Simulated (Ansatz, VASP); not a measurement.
# WS2: VASP beside Ansatz

```
W S
1.0
     1.57900    0.91164    6.16333
    -1.57900    0.91164    6.16333
     0.00000   -1.82327    6.16333
W S
1 2
Cartesian
  0.0000 0.0000 0.0000
  0.0000 0.0000 7.7473
  0.0000 0.0000 4.6170
```

Alike in both runs: task single point; functional BLYP; dispersion D4; k mesh 10 × 10 × 10; occupations gaussian, width 0.01 eV; no spin polarisation.

|  | VASP | Ansatz |
| --- | --- | --- |
| version | VASP 6.6.1 | Ansatz 0.2.0 |
| potentials or method | VASP PAW PBE potentials, release 64 (W_sv, S) | PseudoDojo standard (LDA files) |
| plane-wave cutoff (eV) | 500 | 952 |
| valence electrons in the cell | 26 | 26 |

Ansatz gave:

| Quantity | Value |
| --- | --- |
| gap on the k mesh at the Fermi level (eV) | 1.09 |
| least direct gap on the mesh (eV) | 2.21 |
| pressure (GPa) | 3.1 |
| traceless stress, the component that is largest in VASP (GPa) | -1.63 |

Question: Estimate VASP's values.

Answer: gap on the k mesh at the Fermi level (eV): 1.09; least direct gap on the mesh (eV): 2.24; pressure (GPa): 4.8; traceless stress, the component that is largest in VASP (GPa): -1.52.

VASP's potentials were made for PBE, not for BLYP.

Spin-orbit coupling is off throughout. Noted on Ansatz's run: the potentials were made for another functional, which shifts forces and pressure.
